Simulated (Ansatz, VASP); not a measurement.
HfN: VASP beside Ansatz

INCAR

```
SYSTEM = HfN
  PREC = Accurate
  ENCUT = 520
  EDIFF = 1E-6
  ISMEAR = 0
  SIGMA = 0.15
  LREAL = .False.
  LASPH = .True.
  NELM = 80
  ALGO = Normal
  ISIF = 2
  LWAVE = .False.
  LCHARG = .False.
  GGA = PE
  NBANDS = 14
```

File KPOINTS:

```
Automatic mesh
0
Gamma
  22 22 22
  0 0 0
```

The input POSCAR:

```
HfN
1.0
    0.0000000000      2.3307439726      2.2738965586
    2.3307439726      0.0000000000      2.2738965586
    2.3307439726      2.3307439726      0.0000000000
Hf N
1 1
Direct
    0.0000000000      0.0000000000      0.0000000000
    0.5000000000      0.5000000000      0.5000000000
```

Input for Ansatz:

```yaml
crystal:
  lattice:
    - [0.0, 2.3307439726, 2.2738965586]
    - [2.3307439726, 0.0, 2.2738965586]
    - [2.3307439726, 2.3307439726, 0.0]
  atoms:
    - { symbol: Hf, position: [0.0, 0.0, 0.0] }
    - { symbol: "N", position: [0.5, 0.5, 0.5] }
basis:
  ecutwfc: 420
kpoints:
  mp_grid: { grid: [22, 22, 22] }
hamiltonian:
  xc: pbe
scf:
  occupations: { method: gaussian, width: 0.15 }
output:
  forces: true
  stress: true
  eigenvalues: true
```

Change from the starting cell: strain +0.025 along x and y, +0.000 along z, atoms carried along.

Alike in both runs: task single point; functional PBE; k mesh 22 × 22 × 22; occupations gaussian, width 0.15 eV; no spin polarisation.

|  | VASP | Ansatz |
| --- | --- | --- |
| version | VASP 6.6.1 | Ansatz 0.2.0 |
| potentials or method | VASP PAW PBE potentials, release 64 (Hf_pv, N), cutoff 520 eV | scalar-relativistic, plane waves, PAW |
| valence electrons in the cell | 15 | 31 |

|  | VASP | Ansatz | Ansatz less VASP |
| --- | --- | --- | --- |
| gap on the k mesh at the Fermi level (eV) | none | none | - |
| pressure (GPa) | -13.5 | -11.4 | +2.16 |
| traceless stress, the component that is largest in VASP (GPa) | 6.08 | 6.20 | +0.119 |

A gap of «none» marks a metal or a gap that the smearing closes. The functional is the same, so the differences come from potentials, cutoffs and numerics. VASP's potentials hold 15 valence electrons a cell and Ansatz's 31, so a difference there can come from the potentials and not from the codes.

Spin-orbit coupling is off throughout.
